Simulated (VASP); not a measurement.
Set up this calculation in VASP 6.6.1, as the native input.

- Task: single point
- Functional: LDA
- Potentials or basis: VASP PAW LDA potentials, release 64 (Ge_d)
- Cutoff: 520 eV
- k mesh: 11 × 11 × 10
- Occupations: fermi-dirac, width 0.05 eV
- Spin: no spin polarisation
- Dipole correction: no
- Further INCAR settings: ALGO = Normal; EDIFF = 1e-06; NBANDS = 13

The structure of Ge lies in POSCAR:

```
Ge
1.0
    1.3971490000     -2.6005160000      0.0000000000
    1.3971490000      2.6005160000      0.0000000000
    0.0000000000      0.0000000000      2.6982310000
Ge
1
Direct
    0.5000000000      0.5000000000      0.0000000000
```

These files were run (other wordings do the same):

INCAR

```
  PREC = Accurate
  ENCUT = 520
  EDIFF = 1E-6
  ISMEAR = -1
  SIGMA = 0.05
  LREAL = False
  LASPH = True
  NELM = 100
  ALGO = Normal
  ISIF = 2
  LWAVE = False
  LCHARG = True
  GGA = CA
  LELF = True
  LVHAR = True
  NBANDS = 13
```

KPOINTS

```
Automatic mesh
0
Gamma
  11 11 10
```

Potentials or basis: VASP PAW LDA potentials, release 64 (Ge_d).

Run with:

```console
$ cat potpaw_LDA.64/Ge_d/POTCAR > POTCAR
$ mpirun -np 1 vasp_std > vasp.out
```

Results of the run:

```json
{
 "Pressure": "-5.7 GPa",
 "Band gap on the k mesh": "zero (bands 7 and 8 overlap by 8.98 eV)"
}
```

Caveat: the cell stands under tension.

Run time: 48 s on 1 thread of Intel Xeon 8259CL, on a shared host, peak memory 0.16 GiB.
